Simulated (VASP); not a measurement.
A run of VASP 6.6.1 is set up as follows.

The input INCAR:

```
ALGO = Fast
EDIFF = 1E-6
ENCUT = 520
GGA = PE
ISIF = 2
ISMEAR = 0
LASPH = True
LCHARG = True
LELF = True
LREAL = False
LVHAR = True
LWAVE = False
NBANDS = 16
NELM = 60
PREC = Accurate
SIGMA = 0.05
```

File KPOINTS:

```
k-points
0
Gamma
  9 9 4
```

POSCAR

```
Cs
1.0
    5.5663060538      0.0000000000      0.0000000000
   -2.7831530269      4.8205624479      0.0000000000
    0.0000000000      0.0000000000      9.2584789600
Cs
2
Direct
    0.3333333300      0.6666666700      0.2500000000
    0.6666666700      0.3333333300      0.7500000000
```

Potentials or basis: VASP PAW PBE potentials, release 64 (Cs_sv).

Launch:

```bash
$ cat potpaw_PBE.64/Cs_sv/POTCAR > POTCAR
$ mpirun -np 1 vasp_std > vasp.out
```

Q: What does it give for the pressure?

A: -0.1 GPa.

Q: Predict the band gap on the k mesh.

A: Zero (bands 9 and 10 overlap by 1.85 eV).

Caveat: spin-orbit coupling is left out, which moves the levels of the heavy elements.
